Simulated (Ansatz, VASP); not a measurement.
## Al2Cu in VASP and in Ansatz

```
Al Cu
1.0
    -1.95791    1.95791    2.88235
     1.95791   -1.95791    2.88235
     1.95791    1.95791   -2.88235
Al Cu
2 1
Direct
  0.75000 0.25000 0.50000
  0.25000 0.75000 0.50000
  0.50000 0.50000 0.00000
```

Alike in both runs: task single point; functional LDA; k mesh 14 × 14 × 14; occupations gaussian, width 0.15 eV; no spin polarisation.

|  | VASP | Ansatz |
| --- | --- | --- |
| version | VASP 6.6.1 | Ansatz 0.2.0 |
| potentials or method | VASP PAW LDA potentials, release 64 (Al, Cu), cutoff 520 eV | scalar-relativistic, plane waves, PAW |
| valence electrons in the cell | 17 | 25 |

Ansatz gave:

```
gap on the k mesh at the Fermi level (eV)                     : none
pressure (GPa)                                                : 3.8
traceless stress, the component that is largest in VASP (GPa) : -2.93
```

Problem. Estimate VASP's values.

Solution. gap on the k mesh at the Fermi level (eV): none; pressure (GPa): 4.2; traceless stress, the component that is largest in VASP (GPa): -2.92.

Ansatz warns that its potentials were made for another functional, while VASP's fit it. LDA's correlation is that of Perdew and Zunger in VASP and of Perdew and Wang (1992) in Ansatz. A gap of «none» marks a metal or a gap that the smearing closes. VASP's potentials hold 17 valence electrons a cell and Ansatz's 25, so a difference there can come from the potentials and not from the codes.
